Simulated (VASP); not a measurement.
# Si: single point with PBEsol

Si:

```
CELL_PARAMETERS angstrom
0.00000 2.71692 2.71692
2.71692 0.00000 2.71692
2.71692 2.71692 0.00000
ATOMIC_POSITIONS crystal
Si 0.25000 0.25000 0.25000
Si 0.00000 0.00000 0.00000
```

```
Program                : VASP 6.6.1
Task                   : single point
Functional             : PBEsol
Potentials or basis    : VASP PAW PBE potentials, release 64 (Si)
Cutoff                 : 520 eV
k mesh                 : 8 × 8 × 8
Occupations            : gaussian, width 0.02 eV
Spin                   : no spin polarisation
Dipole correction      : no
Further INCAR settings : ALGO = Normal; EDIFF = 1e-06; NBANDS = 11
```

```json
{"Pressure": "0.1 GPa", "Band gap on the k mesh": "0.51 eV, indirect (least direct gap 2.52 eV)"}
```

Levels at points of the mesh, in eV from the valence-band top:
| k point | band 1 | band 2 | band 3 | band 4 | band 5 | band 6 | band 7 | band 8 | band 9 |
| --- | --- | --- | --- | --- | --- | --- | --- | --- | --- |
| (0.00, 0.00, 0.00) | -11.98 | 0.00 | 0.00 | 0.00 | 2.52 | 2.52 | 2.52 | 3.30 | 7.69 |
| (0.50, 0.00, 0.00) | -9.63 | -7.01 | -1.20 | -1.20 | 1.46 | 3.27 | 3.27 | 7.51 | 10.51 |
| (0.50, 0.50, 0.00) | -7.82 | -7.82 | -2.87 | -2.87 | 0.59 | 0.59 | 10.05 | 10.05 | 10.93 |

Wall time 10 s on 1 thread of Intel(R) Xeon(R) Platinum 8259CL CPU @ 2.50GHz (Skylake/Cascade Lake) (shared host), peak memory 0.15 GiB.

Caveat: the PAW data sets were made with another functional, which shifts forces and pressure a little. As with any semilocal functional, this PBEsol gap is likely too small.
